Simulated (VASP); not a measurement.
## SiO2: vibrations by perturbation theory with LDA

SiO2:

```xyz
6
Lattice="-2.4633 2.4633 3.6421 2.4633 -2.4633 3.6421 2.4633 2.4633 -3.6421" Properties=species:S:1:pos:R:3 pbc="T T T"
Si    0.0000    0.0000    0.0000
Si    0.0000    2.4633    1.8210
O     1.2316    2.9520    2.7316
O     0.4887    1.2316    0.9105
O    -1.2316    1.9746    2.7316
O    -0.4887    3.6949    0.9105
```

```yaml
Program: VASP 6.6.1
Task: vibrations by perturbation theory
Functional: LDA
Potentials_or_basis: VASP PAW LDA potentials, release 64 (Si, O)
Cutoff: 600 eV
k_mesh: 8 × 8 × 8
Occupations: gaussian, width 0.01 eV
Spin: no spin polarisation
Dipole_correction: no
Further_INCAR_settings: ALGO = Normal; EDIFF = 1e-08; IBRION = 8; NSW = 1
```

| Item | Value |
| --- | --- |
| Electronic dielectric tensor (diagonal) | 2.24, 2.24, 2.25 |
| Born charges (mean of the diagonal) | Si +3.30; O -1.65 e |
| Highest phonon frequency at Γ, LO-TO splitting left out | 1127 cm⁻¹ |

Phonon frequencies in cm⁻¹ (negative: imaginary):
```
              q point                                                            frequencies
(0.000, 0.000, 0.000)  0 0 0 135 135 333 359 416 428 448 448 769 782 782 1090 1101 1101 1127
```

Electronic dielectric tensor:
```
2.24 0.00 0.00
0.00 2.24 0.00
0.00 0.00 2.25
```

Born effective charge tensors (e):
atom 1, Si
```
 3.27 -0.37  0.00
 0.37  3.27  0.00
 0.00  0.00  3.35
```
atom 2, Si
```
 3.27  0.37  0.00
-0.37  3.27  0.00
 0.00  0.00  3.35
```
atom 3, O
```
-2.19  0.00 -0.88
 0.00 -1.08  0.00
-0.86  0.00 -1.67
```
atom 4, O
```
-1.08  0.00  0.00
 0.00 -2.19 -0.88
 0.00 -0.86 -1.67
```
atom 5, O
```
-2.19  0.00  0.88
 0.00 -1.08  0.00
 0.86  0.00 -1.67
```
atom 6, O
```
-1.08  0.00  0.00
 0.00 -2.19  0.88
 0.00  0.86 -1.67
```

Run time: 20 min on 4 MPI ranks on Intel(R) Xeon(R) Platinum 8259CL CPU @ 2.50GHz (Skylake/Cascade Lake), with other jobs on the host, peak memory 1.2 GiB a rank.
